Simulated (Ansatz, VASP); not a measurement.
## One calculation of Hf3Si2W, two programs

```xyz
6
Lattice="3.8400 0.0000 0.0000 0.0000 3.8400 0.0000 0.0000 0.0000 7.3642" Properties=species:S:1:pos:R:3 pbc="T T T"
Hf    1.9200    1.9200    0.0000
Hf    0.0000    1.9200    2.6766
Hf    1.9200    0.0000    4.6876
Si    0.0000    1.9200    5.4263
Si    1.9200    0.0000    1.9379
W     0.0000    0.0000    0.0000
```

Change from the starting cell: species swapped into the Zr2CuSb3 type (P-4m2, No. 115).

Alike in both runs: functional PBE; k mesh 6 × 6 × 2; occupations gaussian, width 0.1 eV; no spin polarisation.

Ansatz relaxed the structure, and its values are those at the end. VASP's run is a single point on that final structure, the one shown.

|  | VASP | Ansatz |
| --- | --- | --- |
| version | VASP 6.6.1 | Ansatz 0.2.0 |
| potentials or method | VASP PAW PBE potentials, release 64 (Hf_pv, Si, W_sv), cutoff 520 eV | scalar-relativistic, plane waves, PAW |
| valence electrons in the cell | 52 | 100 |

Ansatz gave:

```
gap on the k mesh at the Fermi level (eV) : none
pressure (GPa)                            : -0.3
rms of the force components (eV/Å)        : 0.008
```

Estimate VASP's values.

gap on the k mesh at the Fermi level (eV): none; pressure (GPa): -0.5; rms of the force components (eV/Å): 0.010.

A gap of «none» marks a metal or a gap that the smearing closes. VASP's potentials hold 52 valence electrons a cell and Ansatz's 100, so a difference there can come from the potentials and not from the codes.

The k mesh is coarse, so the values compare programs but aren't converged. Spin-orbit coupling is off throughout.
